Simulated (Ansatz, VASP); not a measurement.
## BiSe3 in VASP and in Ansatz

```xyz
4
Lattice="4.8319 0.0000 0.0000 0.0000 4.8319 0.0000 0.0000 0.0000 4.8319" Properties=species:S:1:pos:R:3 pbc="T T T"
Bi    0.0000    0.0000    0.0000
Se    0.0000    2.4159    2.4159
Se    2.4159    0.0000    2.4159
Se    2.4159    2.4159    0.0000
```

Change from the starting cell: species swapped into the ZrPt3 type (Pm-3m, No. 221).

Alike in both runs: task single point; functional PBE; k mesh 4 × 4 × 4; occupations gaussian, width 0.1 eV; no spin polarisation.

|  | VASP | Ansatz |
| --- | --- | --- |
| version | VASP 6.6.1 | Ansatz 0.2.0 |
| potentials or method | VASP PAW PBE potentials, release 64 (Bi_d, Se), cutoff 520 eV | scalar-relativistic, plane waves, PAW |
| valence electrons in the cell | 33 | 63 |

```tsv
	VASP	Ansatz	Ansatz less VASP
gap on the k mesh at the Fermi level (eV)	none	none	-
pressure (GPa)	-7.5	-7.5	+0.01
```

A gap of «none» marks a metal or a gap that the smearing closes. VASP's potentials hold 33 valence electrons a cell and Ansatz's 63, so a difference there can come from the potentials and not from the codes.

Spin-orbit coupling is off throughout.
